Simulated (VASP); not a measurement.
# ScTi2O2 (R-3m) in VASP: further runs, part 2 of 2

VASP 6.6.1. Earlier steps stand in the parts before.

## 3. Single point, PBE

File INCAR:

```
SYSTEM = ScTi2O2
PREC = Accurate
ENCUT = 520
EDIFF = 1E-6
ISMEAR = 0
SIGMA = 0.1
LREAL = .False.
LASPH = .True.
NELM = 80
ALGO = Normal
ISIF = 2
LWAVE = .False.
LCHARG = .False.
GGA = PE
NBANDS = 32
```

File KPOINTS:

```
Automatic mesh
0
Gamma
  12 12 12
  0 0 0
```

File POSCAR:

```
ScTi2O2
1.0
    1.5239466009      0.8798509803      7.4099861490
   -1.5239466009      0.8798509803      7.4099861490
    0.0000000000     -1.7597019605      7.4099861490
Sc Ti O
1 2 2
Direct
    0.0000000000      0.0000000000      0.0000000000
    0.7825139728      0.7825139728      0.7825139728
    0.2174860272      0.2174860272      0.2174860272
    0.3917139812      0.3917139812      0.3917139812
    0.6082860188      0.6082860188      0.6082860188
```

Potentials or basis: VASP PAW PBE potentials, release 64 (Sc_sv, Ti_sv, O).

Started as:

```bash
cat potpaw_PBE.64/Sc_sv/POTCAR potpaw_PBE.64/Ti_sv/POTCAR potpaw_PBE.64/O/POTCAR > POTCAR
mpirun -np 1 vasp_std > vasp.out
```

OUTCAR:

```text
SYSTEM = ScTi2O2
   PREC = Accurate
   ENCUT = 520
   EDIFF = 1E-6
   ISMEAR = 0
   LREAL = .False.
   LASPH = .True.
   NELM = 80
   ISIF = 2
   GGA = PE

 ion  position               nearest neighbor table
   1  0.000  0.000  0.000-   5 2.19   5 2.19   4 2.19   4 2.19   5 2.19   4 2.19   3 3.12   2 3.12
                             3 3.12   2 3.12   3 3.12   2 3.12
   2  0.783  0.783  0.783-   4 2.17   4 2.17   4 2.17   3 2.86   3 2.86   3 2.86   1 3.12   1 3.12
                             1 3.12
   3  0.217  0.217  0.217-   5 2.17   5 2.17   5 2.17   2 2.86   2 2.86   2 2.86   1 3.12   1 3.12
                             1 3.12
   4  0.392  0.392  0.392-   2 2.17   2 2.17   2 2.17   1 2.19   1 2.19   1 2.19
[... 1048 lines left out ...]
  Total        0.2268930      0.2268930      0.2390680      0.0000000      0.0000000      0.0000000
  in kB        6.0979540      6.0979540      6.4251690      0.0000000      0.0000000      0.0000000
  external PRESSURE =       6.2070257 kB  Pullay stress =       0.0000000 kB

 VOLUME and BASIS-vectors are now :
 -----------------------------------------------------------------------------
  energy-cutoff  :      520.00
  volume of cell :       59.61
      direct lattice vectors                 reciprocal lattice vectors
     1.523946601  0.879850980  7.409986149     0.328095486  0.189426017  0.044984340
    -1.523946601  0.879850980  7.409986149    -0.328095486  0.189426017  0.044984340
     0.000000000 -1.759701960  7.409986149     0.000000000 -0.378852034  0.044984340

 POSITION                                       TOTAL-FORCE (eV/Angst)
 -----------------------------------------------------------------------------------
      0.00000      0.00000      0.00000         0.000000      0.000000     -0.000000
      0.00000      0.00000     17.39525         0.000000      0.000000      0.039235
      0.00000      0.00000      4.83471         0.000000     -0.000000     -0.039235
      0.00000      0.00000      8.70779         0.000000      0.000000      0.043735
      0.00000      0.00000     13.52217         0.000000     -0.000000     -0.043735
 -----------------------------------------------------------------------------------
    total drift:                                0.000000     -0.000000      0.000000

  FREE ENERGIE OF THE ION-ELECTRON SYSTEM (eV)
  ---------------------------------------------------
  free  energy   TOTEN  =       -42.9421066158 eV

  energy  without entropy=      -42.9298125980  energy(sigma->0) =      -42.93595961
```

OSZICAR:

```text
N       E                     dE             d eps       ncg     rms          rms(c)
DAV:   1     0.634990695172E+03    0.63499E+03   -0.22195E+04 12152   0.176E+03
DAV:   2     0.458598976223E+02   -0.58913E+03   -0.56720E+03 12144   0.567E+02
DAV:   3    -0.428601429179E+02   -0.88720E+02   -0.85902E+02 18864   0.191E+02
DAV:   4    -0.497756598521E+02   -0.69155E+01   -0.68076E+01 19048   0.520E+01
DAV:   5    -0.503300331816E+02   -0.55437E+00   -0.55338E+00 17280   0.120E+01    0.215E+01
DAV:   6    -0.432895210939E+02    0.70405E+01   -0.39900E+01 20392   0.520E+01    0.818E+00
DAV:   7    -0.431235592413E+02    0.16596E+00   -0.43461E+00 20808   0.169E+01    0.531E+00
DAV:   8    -0.430195763308E+02    0.10398E+00   -0.16065E+00 20080   0.109E+01    0.355E+00
DAV:   9    -0.429449799387E+02    0.74596E-01   -0.23694E-01 19480   0.431E+00    0.863E-01
DAV:  10    -0.429436284021E+02    0.13515E-02   -0.75330E-02 19840   0.183E+00    0.433E-01
DAV:  11    -0.429419740852E+02    0.16543E-02   -0.16181E-02 17728   0.914E-01    0.760E-02
DAV:  12    -0.429421393696E+02   -0.16528E-03   -0.63426E-04 18248   0.236E-01    0.500E-02
DAV:  13    -0.429421051021E+02    0.34268E-04   -0.17332E-04 19016   0.950E-02    0.128E-02
DAV:  14    -0.429421068687E+02   -0.17667E-05   -0.11481E-05 18024   0.355E-02    0.545E-03
DAV:  15    -0.429421066158E+02    0.25292E-06   -0.54875E-06 16104   0.148E-02
   1 F= -.42942107E+02 E0= -.42935960E+02  d E =-.122940E-01
```

Wall time 18 min (1 thread of Intel Xeon 6975P-C (Granite Rapids), shared host); peak memory 0.73 GiB.

What came out:

```
Free energy            : -42.9421 eV
Pressure               : 0.6 GPa
Largest force          : 0.044 eV/Å
Band gap on the k mesh : zero (an odd number of electrons rules out a gap without spin polarisation)
```

Forces in eV/Å, atoms in the order of the input:
```
Sc   0.000  0.000  0.000
Ti   0.000  0.000  0.039
Ti   0.000  0.000 -0.039
O    0.000  0.000  0.044
O    0.000  0.000 -0.044
```

Levels at points of the mesh, in eV from the Fermi level:
| k point | band 21 | band 22 | band 23 | band 24 | band 25 | band 26 | band 27 | band 28 |
| --- | --- | --- | --- | --- | --- | --- | --- | --- |
| (0.00, 0.00, 0.00) | -3.18 | -0.81 | 0.05 | 0.44 | 0.44 | 0.48 | 0.48 | 0.88 |
| (0.50, 0.00, 0.00) | -2.05 | -1.55 | -1.14 | -0.73 | 1.07 | 1.36 | 2.34 | 2.37 |
| (0.50, 0.50, 0.00) | -2.56 | -1.30 | -0.90 | -0.08 | 0.53 | 1.22 | 2.38 | 2.43 |
| (0.50, 0.50, 0.50) | -2.49 | -1.26 | 0.06 | 0.06 | 0.48 | 0.80 | 1.18 | 1.18 |
